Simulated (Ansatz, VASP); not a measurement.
ZnSnP2 in VASP and in Ansatz

The input INCAR:

```
SYSTEM = ZnSnP2
PREC     = Accurate       ! precision mode
ENCUT    = 500            ! plane-wave cutoff, eV
EDIFF    = 1E-6           ! SCF threshold, eV
ISMEAR   = 0              ! smearing method
SIGMA    = 0.02           ! smearing width, eV
LREAL    = .False.        ! projectors in reciprocal space
LASPH    = .True.         ! aspherical terms in the spheres
NELM     = 120            ! most SCF steps
ALGO     = Normal         ! electronic algorithm
ISIF     = 2              ! what is computed and relaxed
LWAVE    = .False.        ! write WAVECAR
LCHARG   = .True.         ! write CHGCAR
GGA      = PS             ! functional
LELF     = .True.         ! ELF
LVHAR    = .True.       
NBANDS   = 46             ! bands
GGA_COMPAT= .False.
```

Contents of KPOINTS:

```
Automatic mesh
0
Gamma
  8 8 8
  0 0 0
```

Contents of POSCAR:

```
ZnSnP2
1.0
   -2.8107156460      2.8107156460      5.6411332436
    2.8107156460     -2.8107156460      5.6411332436
    2.8107156460      2.8107156460     -5.6411332436
Zn Sn P
2 2 4
Direct
    0.7500000000      0.2500000000      0.5000000000
    0.0000000000      0.0000000000      0.0000000000
    0.2500000000      0.7500000000      0.5000000000
    0.5000000000      0.5000000000      0.0000000000
    0.3750000000      0.3504865994      0.4754865994
    0.6495134006      0.1250000000      0.0245134006
    0.1004865994      0.6250000000      0.9754865994
    0.8750000000      0.8995134006      0.5245134006
```

Input for Ansatz:

```yaml
crystal:
  lattice:
    - [-2.810715646, 2.810715646, 5.6411332436]
    - [2.810715646, -2.810715646, 5.6411332436]
    - [2.810715646, 2.810715646, -5.6411332436]
  atoms:
    - { symbol: Zn, position: [0.75, 0.25, 0.5] }
    - { symbol: Zn, position: [0.0, 0.0, 0.0] }
    - { symbol: Sn, position: [0.25, 0.75, 0.5] }
    - { symbol: Sn, position: [0.5, 0.5, 0.0] }
    - { symbol: P, position: [0.375, 0.3504865994, 0.4754865994] }
    - { symbol: P, position: [0.6495134006, 0.125, 0.0245134006] }
    - { symbol: P, position: [0.1004865994, 0.625, 0.9754865994] }
    - { symbol: P, position: [0.875, 0.8995134006, 0.5245134006] }
basis:
  ecutwfc: 420
kpoints:
  mp_grid: { grid: [8, 8, 8] }
  band_path: { path: [VBM, CBM], npoints: 2 }
hamiltonian:
  xc: pbesol
scf:
  occupations: { method: gaussian, width: 0.02 }
output:
  forces: true
  stress: true
  eigenvalues: true
```

Alike in both runs: task single point; functional PBEsol; k mesh 8 × 8 × 8; occupations gaussian, width 0.02 eV; no spin polarisation.

```csv
,VASP,Ansatz
version,VASP 6.6.1,Ansatz 0.2.0
potentials or method,"VASP PAW PBE potentials, release 64 (Zn, Sn_d, P), cutoff 500 eV","scalar-relativistic, plane waves, PAW"
valence electrons in the cell,72,72
```

|  | VASP | Ansatz | Ansatz less VASP |
| --- | --- | --- | --- |
| gap on the k mesh at the Fermi level (eV) | 0.81 | 0.80 | -0.012 |
| least direct gap on the mesh (eV) | 0.81 | 0.80 | -0.012 |
| pressure (GPa) | 0.1 | 0.0 | -0.06 |
| rms of the force components (eV/Å) | 0.011 | 0.001 | -0.0096 |

VASP's potentials were made for PBE, not for PBEsol. Atom by atom the forces differ by 0.010 eV/Å (rms over components).
